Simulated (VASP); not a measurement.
# Pb (P6_3/mmc) in VASP: notebook

The runs below take Pb through single point, with r2SCAN.

Everything below comes from runs of VASP 6.6.1. Logs are shortened: lines on timing, memory, paths and dates and some standing lists are left out, and cuts for length are marked.

## Step 1: The cell of the first run

It takes space group P6_3/mmc (No. 194, hexagonal). Conventional cell: a = 3.619 Å, b = 3.619 Å, c = 5.590 Å, α = 90.00°, β = 90.00°, γ = 120.00°. Within 4.6 Å of Pb (site symmetry -6m2) lie 12 Pb at 3.49 to 3.62 Å.

This isn't the form of Pb at room conditions, which is fcc.

## Step 2: Single point, r2SCAN (strain +0.040 along x and y, +0.000 along z)

File POSCAR:

```
Pb
1.0
    3.6192007182      0.0000000000      0.0000000000
   -1.8096003591      3.1343197634      0.0000000000
    0.0000000000      0.0000000000      5.5900000000
Pb
2
Direct
    0.3333333333      0.6666666667      0.2500000000
    0.6666666667      0.3333333333      0.7500000000
```

File INCAR.step1:

```
SYSTEM = Pb
ALGO = Normal ; EDIFF = 1E-4
ENCUT = 520 ; GGA = PE
ISMEAR = 0 ; LASPH = .TRUE.
LCHARG = .FALSE. ; LREAL = .FALSE.
LWAVE = .TRUE. ; NBANDS = 21
NELM = 100 ; PREC = Accurate
SIGMA = 0.15
```

File INCAR.step2:

```
SYSTEM = Pb
ALGO = Normal ; EDIFF = 1E-7
ENCUT = 520 ; ISIF = 2
ISMEAR = 0 ; ISTART = 1
LASPH = .TRUE. ; LCHARG = .TRUE.
LELF = .TRUE. ; LMIXTAU = .TRUE.
LREAL = .FALSE. ; LVHAR = .TRUE.
LWAVE = .FALSE. ; METAGGA = R2SCAN
NBANDS = 21 ; NELM = 100
PREC = Accurate ; SIGMA = 0.15
```

File KPOINTS:

```
k-points
0
G
  18 18 10
  0 0 0
```

Potentials or basis: VASP PAW PBE potentials, release 64 (Pb_d).

Launch:

```bash
$ cat potpaw_PBE.64/Pb_d/POTCAR > POTCAR
$ cp INCAR.step1 INCAR
$ mpirun -np 1 vasp_std > vasp.out
$ cp INCAR.step2 INCAR
$ mpirun -np 1 vasp_std > vasp.out
```

OUTCAR:

```text
SYSTEM = Pb
   EDIFF = 1E-7
   ENCUT = 520
   ISIF = 2
   ISMEAR = 0
   ISTART = 1
   LASPH = .TRUE.
   LREAL = .FALSE.
   METAGGA = R2SCAN
   NELM = 100
   PREC = Accurate

 ion  position               nearest neighbor table
   1  0.333  0.667  0.250-   2 3.49   2 3.49   2 3.49   2 3.49   2 3.49   2 3.49
   2  0.667  0.333  0.750-   1 3.49   1 3.49   1 3.49   1 3.49   1 3.49   1 3.49

  LATTYP: Found a hexagonal cell.
 ALAT       =     3.6192007182
 C/A-ratio  =     1.5445399234

  Lattice vectors:

 A1 = (   3.6192007182,   0.0000000000,   0.0000000000)
 A2 = (  -1.8096003591,   3.1343197634,   0.0000000000)
 A3 = (   0.0000000000,   0.0000000000,   5.5900000000)

Analysis of symmetry for initial positions (statically):
=====================================================================
 Subroutine PRICEL returns:
 Original cell was already a primitive cell.

 Routine SETGRP: Setting up the symmetry group for a
 hexagonal supercell.

 Subroutine GETGRP returns: Found 24 space group operations
 (whereof 12 operations were pure point group operations)
 out of a pool of 24 trial point group operations.

The static configuration has the point symmetry D_3d.
 The point group associated with its full space group is D_6h.

Analysis of symmetry for dynamics (positions and initial velocities):
=====================================================================
 Subroutine PRICEL returns:
 Original cell was already a primitive cell.

 Routine SETGRP: Setting up the symmetry group for a
 hexagonal supercell.

 Subroutine GETGRP returns: Found 24 space group operations
 (whereof 12 operations were pure point group operations)
 out of a pool of 24 trial point group operations.

The dynamic configuration has the point symmetry D_3d.
 The point group associated with its full space group is D_6h.

 Subroutine INISYM returns: Found 24 space group operations
 (whereof 12 operations are pure point group operations),
 and found     1 'primitive' translations

----------------------------------------------------------------------------------------

                                     Primitive cell

  volume of cell :      63.4115

  direct lattice vectors                    reciprocal lattice vectors
     3.619200718  0.000000000  0.000000000     0.276304101  0.159524247  0.000000000
    -1.809600359  3.134319763  0.000000000     0.000000000  0.319048494  0.000000000
     0.000000000  0.000000000  5.590000000     0.000000000  0.000000000  0.178890877

  length of vectors
     3.619200718  3.619200718  5.590000000     0.319048494  0.319048494  0.178890877

  position of ions in fractional coordinates (direct lattice)
     0.333333333  0.666666667  0.250000000
     0.666666667  0.333333333  0.750000000

  ion indices of the primitive-cell ions
   primitive index   ion index
                 1           1
                 2           2

----------------------------------------------------------------------------------------

 KPOINTS: k-points

Automatic generation of k-mesh.
 Grid dimensions read from file:
 generate k-points for:   18   18   10

 Generating k-lattice:

  Cartesian coordinates                     Fractional coordinates (reciprocal lattice)
     0.015350228  0.008862458  0.000000000     0.055555556  0.000000000  0.000000000
     0.000000000  0.017724916  0.000000000     0.000000000  0.055555556  0.000000000
     0.000000000  0.000000000  0.017889088     0.000000000  0.000000000  0.100000000

  Length of vectors
     0.017724916  0.017724916  0.017889088

  Shift w.r.t. Gamma in fractional coordinates (k-lattice)
     0.000000000  0.000000000  0.000000000

 Subroutine IBZKPT returns following result:
 ===========================================

 Found    222 irreducible k-points:

 Following reciprocal coordinates:
            Coordinates               Weight
  0.000000  0.000000  0.000000      1.000000
  0.055556  0.000000  0.000000      6.000000
  0.111111  0.000000  0.000000      6.000000
  0.166667  0.000000  0.000000      6.000000
  0.222222  0.000000  0.000000      6.000000
  0.277778  0.000000  0.000000      6.000000
[... 16 lines left out ...]
  0.333333  0.111111  0.000000     12.000000
  0.388889  0.111111  0.000000     12.000000
 [... further k-points ...]
   k-points           NKPTS =    222   k-points in BZ     NKDIM =    222   number of bands    NBANDS=     21
   number of dos      NEDOS =    301   number of ions     NIONS =      2
   total plane-waves  NPLWV =  32928
   dimension x,y,z NGX =    28 NGY =   28 NGZ =   42
   dimension x,y,z NGXF=    56 NGYF=   56 NGZF=   84
   ions per type =               2
   NGX,Y,Z   is equivalent  to a cutoff of  12.86, 12.86, 12.49 a.u.
   NGXF,Y,Z  is equivalent  to a cutoff of  25.72, 25.72, 24.98 a.u.
 SYSTEM =  Pb
   PREC   = accura    normal or accurate (medium, high low for compatibility)
   ISTART =      1    job   : 0-new  1-cont  2-samecut
   ICHARG =      0    charge: 1-file 2-atom 10-const
   ISPIN  =      1    spin polarized calculation?
   LNONCOLLINEAR =      F non collinear calculations
   LSORBIT =      F    spin-orbit coupling
   LASPH  =      T    aspherical Exc in radial PAW
   ENCUT  =  520.0 eV  38.22 Ry    6.18 a.u.   6.73  6.73 10.39*2*pi/ulx,y,z
   NELM   =    100;   NELMIN=  2; NELMDL=  0     # of ELM steps
   EDIFF  = 0.1E-06   stopping-criterion for ELM
   LREAL  =      F    real-space projection
   EDIFFG = 0.1E-05   stopping-criterion for IOM
   NSW    =      0    number of steps for IOM
   IBRION =     -1    ionic relax: 0-MD 1-quasi-New 2-CG
   NFREE  =      0    steps in history (QN), initial steepest desc. (CG)
   ISIF   =      2    stress and relaxation
   ISYM   =      2    0-nonsym 1-usesym 2-fastsym
   POTIM  = 0.5000    time-step for ionic-motion
   TEBEG  =    0.0;   TEEND  =   0.0 temperature during run
   PSTRESS=    0.0 pullay stress
   NELECT =      28.0000    total number of electrons
   NUPDOWN=      -1.0000    fix difference up-down
   EMIN   =  10.00;   EMAX   =-10.00  energy-range for DOS
   EFERMI =   0.00;   METHOD = LEGACY
   ISMEAR =     0;   SIGMA  =   0.15  broadening in eV -4-tet -1-fermi 0-gaus
   EFERMI_NEDOS =   21; number of points for ismear=-14 and -15
   IALGO  =     38    algorithm
   IMIX   =      4    mixing-type and parameters
     AMIX     =   0.40;   BMIX     =  1.00
     AMIX_MAG =   1.60;   BMIX_MAG =  1.00
  volume/ion in A,a.u.               =      31.71       213.96
  Fermi-wavevector in a.u.,A,eV,Ry     =   1.246632  2.355793 21.144694  1.554091
  Thomas-Fermi vector in A             =   2.380801
   LORBIT       =      0    0 simple, 1 ext, 2 COOP (PROOUT), +10 PAW based schemes
   METAGGA = R2SCAN    functional components
   LHFCALC =     F    Hartree Fock is set to
   AEXX    =    0.0000 exact exchange contribution
   IVDW    =     0    specifies the selected vdW correction
   LEPSILON=     F    determine dielectric tensor
   LRPA    =     F    only Hartree local field effects (RPA)
 non-spin polarized calculation
 Gauss-broadening in eV      SIGMA  =   0.15
  energy-cutoff  :      520.00
  volume of cell :       63.41
 maximum number of plane-waves:      1732
 NGX is ok and might be reduce to    28
   NGX = 13   NGY = 13   NGZ = 21

 number of electron      28.0000007 magnetization

 Free energy of the ion-electron system (eV)
  ---------------------------------------------------
  ext. energy  EPLUGINS =         0.00000000
  ---------------------------------------------------
  free energy    TOTEN  =      -112.50409846 eV

  energy without entropy =     -112.49128086  energy(sigma->0) =     -112.49768966

 E-fermi :   6.6988     XC(G=0): -10.6829

 val. band max:        6.6940491613   @ k =   0.1111   0.0556   0.4000
 cond. band min:       6.6989505611   @ k =   0.2778   0.0556   0.3000
 fundamental gap:      0.0049013999
 Fermi energy:         6.6988121284

 k-point     1 :       0.0000    0.0000    0.0000
  band No.  band energies     occupation
      1     -10.9826      2.00000
      2     -10.9426      2.00000
      3     -10.9426      2.00000
      4     -10.9278      2.00000
      5     -10.9199      2.00000
      6     -10.9199      2.00000
[... 13 lines left out ...]
     20      16.0007      0.00000
     21      18.8753      0.00000

 k-point     2 :       0.0556    0.0000    0.0000
  band No.  band energies     occupation
      1     -10.9818      2.00000
      2     -10.9510      2.00000
      3     -10.9367      2.00000
      4     -10.9177      2.00000
      5     -10.9166      2.00000
      6     -10.9141      2.00000
[... 13 lines left out ...]
     20      16.2147      0.00000
     21      18.5993      0.00000

 k-point     3 :       0.1111    0.0000    0.0000
  band No.  band energies     occupation
      1     -10.9871      2.00000
      2     -10.9557      2.00000
      3     -10.9209      2.00000
      4     -10.9205      2.00000
      5     -10.9199      2.00000
      6     -10.9118      2.00000
[... 13 lines left out ...]
     20      16.6471      0.00000
     21      18.1178      0.00000

 k-point     4 :       0.1667    0.0000    0.0000
  band No.  band energies     occupation
      1     -11.0041      2.00000
      2     -10.9495      2.00000
      3     -10.9324      2.00000
      4     -10.9320      2.00000
      5     -10.9037      2.00000
      6     -10.8942      2.00000
[... 13 lines left out ...]
     20      17.3990      0.00000
     21      17.5348      0.00000

 k-point     5 :       0.2222    0.0000    0.0000
  band No.  band energies     occupation
      1     -11.0252      2.00000
      2     -10.9479      2.00000
      3     -10.9449      2.00000
      4     -10.9439      2.00000
      5     -10.8916      2.00000
      6     -10.8627      2.00000
[... 13 lines left out ...]
     20      16.7635      0.00000
     21      17.7400      0.00000
[... 382 lines left out ...]
     20      15.1710      0.00000
     21      17.9161      0.00000

 k-point    22 :       0.2778    0.1111    0.0000
  band No.  band energies     occupation
      1     -11.0403      2.00000
      2     -11.0038      2.00000
      3     -10.9535      2.00000
      4     -10.9455      2.00000
      5     -10.8643      2.00000
      6     -10.8086      2.00000
[... 13 lines left out ...]
     20      14.7147      0.00000
     21      18.6348      0.00000

 k-point    23 :       0.3333    0.1111    0.0000
  band No.  band energies     occupation
      1     -11.0542      2.00000
      2     -11.0204      2.00000
      3     -10.9579      2.00000
      4     -10.9390      2.00000
      5     -10.8502      2.00000
      6     -10.8222      2.00000
[... 13 lines left out ...]
     20      14.4338      0.00000
     21      18.7048      0.00000

 k-point    24 :       0.3889    0.1111    0.0000
  band No.  band energies     occupation
      1     -11.0630      2.00000
      2     -11.0314      2.00000
      3     -10.9605      2.00000
      4     -10.9364      2.00000
      5     -10.8382      2.00000
      6     -10.8310      2.00000
[... 13 lines left out ...]
     20      14.2973      0.00000
     21      18.6462      0.00000

 [... further k-points ...]
[... 5 lines left out ...]
  --------------------------------------------------------------------------------------
  -------------------------------------------------------------------------------------
  Total       -0.6232481     -0.6232481      0.3227093     -0.0000000      0.0000000      0.0000000
  in kB      -15.7472152    -15.7472152      8.1536915     -0.0000000      0.0000000      0.0000000
  external PRESSURE =      -7.7802463 kB  Pullay stress =       0.0000000 kB

 VOLUME and BASIS-vectors are now :
 -----------------------------------------------------------------------------
  energy-cutoff  :      520.00
  volume of cell :       63.41
      direct lattice vectors                 reciprocal lattice vectors
     3.619200718  0.000000000  0.000000000     0.276304101  0.159524247  0.000000000
    -1.809600359  3.134319763  0.000000000     0.000000000  0.319048494  0.000000000
     0.000000000  0.000000000  5.590000000     0.000000000  0.000000000  0.178890877

 POSITION                                       TOTAL-FORCE (eV/Angst)
 -----------------------------------------------------------------------------------
     -0.00000      2.08955      1.39750        -0.000000      0.000000      0.000000
      1.80960      1.04477      4.19250         0.000000     -0.000000      0.000000
 -----------------------------------------------------------------------------------
    total drift:                               -0.000000      0.000000      0.000000

  FREE ENERGIE OF THE ION-ELECTRON SYSTEM (eV)
  ---------------------------------------------------
  free  energy   TOTEN  =      -112.5040984555 eV

  energy  without entropy=     -112.4912808610  energy(sigma->0) =     -112.49768966
```

Wall time 15 min (1 thread of Intel Xeon Platinum 8259CL at 2.50GHz (Skylake/Cascade Lake), shared host); peak memory 0.35 GiB.

What came out:

| Quantity | Value |
| --- | --- |
| Free energy | -112.5041 eV |
| Pressure | -0.8 GPa |
| Band gap on the k mesh | zero (bands 14 and 15 overlap by 7.18 eV) |

Stress tensor (GPa, compression positive):
```
-1.57  0.00  0.00
 0.00 -1.57  0.00
 0.00  0.00  0.82
```

Levels at points of the mesh, in eV from the Fermi level:
| k point | band 10 | band 11 | band 12 | band 13 | band 14 | band 15 | band 16 | band 17 | band 18 | band 19 |
| --- | --- | --- | --- | --- | --- | --- | --- | --- | --- | --- |
| (0.00, 0.00, 0.00) | -17.41 | -11.97 | -7.92 | -3.99 | 4.92 | 4.92 | 6.88 | 6.88 | 8.39 | 8.43 |
| (0.50, 0.00, 0.00) | -17.38 | -8.77 | -7.46 | -2.69 | -1.07 | -0.48 | 1.66 | 1.93 | 5.62 | 6.14 |
| (0.00, 0.00, 0.50) | -17.47 | -10.65 | -10.65 | 1.42 | 1.42 | 5.87 | 5.87 | 5.87 | 5.87 | 9.33 |
| (0.50, 0.00, 0.50) | -17.40 | -7.92 | -7.92 | -3.62 | -3.62 | 3.17 | 3.17 | 3.85 | 3.85 | 7.33 |

Caveat: the cell differs from its parent crystal (strain +0.040 along x and y, +0.000 along z); the PAW data sets were made with another functional, which shifts forces and pressure a little; spin-orbit coupling is left out, which moves the levels of the heavy elements.

## Step 3: Single point, r2SCAN (strain +0.080 along x and y, -0.040 along z)

File POSCAR:

```
Pb
1.0
    3.7584007458      0.0000000000      0.0000000000
   -1.8792003729      3.2548705235      0.0000000000
    0.0000000000      0.0000000000      5.3664000000
Pb
2
Direct
    0.3333333333      0.6666666667      0.2500000000
    0.6666666667      0.3333333333      0.7500000000
```

File INCAR.step1:

```
  ALGO = Normal
  EDIFF = 1E-4
  ENCUT = 520
  GGA = PE
  ISMEAR = 0
  LASPH = T
  LCHARG = F
  LREAL = F
  LWAVE = T
  NBANDS = 21
  NELM = 80
  PREC = Accurate
  SIGMA = 0.15
```

File INCAR.step2:

```
  ALGO = Normal
  EDIFF = 1E-7
  ENCUT = 520
  ISIF = 2
  ISMEAR = 0
  ISTART = 1
  LASPH = T
  LCHARG = F
  LMIXTAU = T
  LREAL = F
  LWAVE = F
  METAGGA = R2SCAN
  NBANDS = 21
  NELM = 80
  PREC = Accurate
  SIGMA = 0.15
```

File KPOINTS:

```
k-points
0
Gamma
  18 18 10
```

Potentials or basis: VASP PAW PBE potentials, release 64 (Pb_d).

Launch:

```bash
$ cat potpaw_PBE.64/Pb_d/POTCAR > POTCAR
$ cp INCAR.step1 INCAR
$ mpirun -np 1 vasp_std > vasp.out
$ cp INCAR.step2 INCAR
$ mpirun -np 1 vasp_std > vasp.out
```

It took 14 min on 1 thread of Intel Xeon Platinum 8259CL at 2.50GHz (Skylake/Cascade Lake), shared host; peak memory 0.36 GiB.

It converged, with:

| Item | Value |
| --- | --- |
| Free energy | -112.4319 eV |
| Pressure | -1.6 GPa |
| Band gap on the k mesh | zero (bands 14 and 15 overlap by 6.46 eV) |

Stress tensor (GPa, compression positive):
```
-2.56  0.00  0.00
 0.00 -2.56  0.00
 0.00  0.00  0.26
```

Levels at points of the mesh, in eV from the Fermi level:
```tsv
k point	band 10	band 11	band 12	band 13	band 14	band 15	band 16	band 17	band 18	band 19
(0.00, 0.00, 0.00)	-17.44	-11.81	-7.29	-3.65	3.89	3.89	6.05	6.05	7.34	8.57
(0.50, 0.00, 0.00)	-17.40	-9.01	-7.60	-2.34	-0.46	-0.46	1.01	1.95	5.50	5.61
(0.00, 0.00, 0.50)	-17.50	-10.37	-10.37	2.13	2.13	4.96	4.96	4.96	4.96	8.62
(0.50, 0.00, 0.50)	-17.45	-8.07	-8.07	-3.53	-3.53	2.68	2.68	3.99	3.99	7.43
```

Caveat: the cell differs from its parent crystal (strain +0.080 along x and y, -0.040 along z); the PAW data sets were made with another functional, which shifts forces and pressure a little; spin-orbit coupling is left out, which moves the levels of the heavy elements.
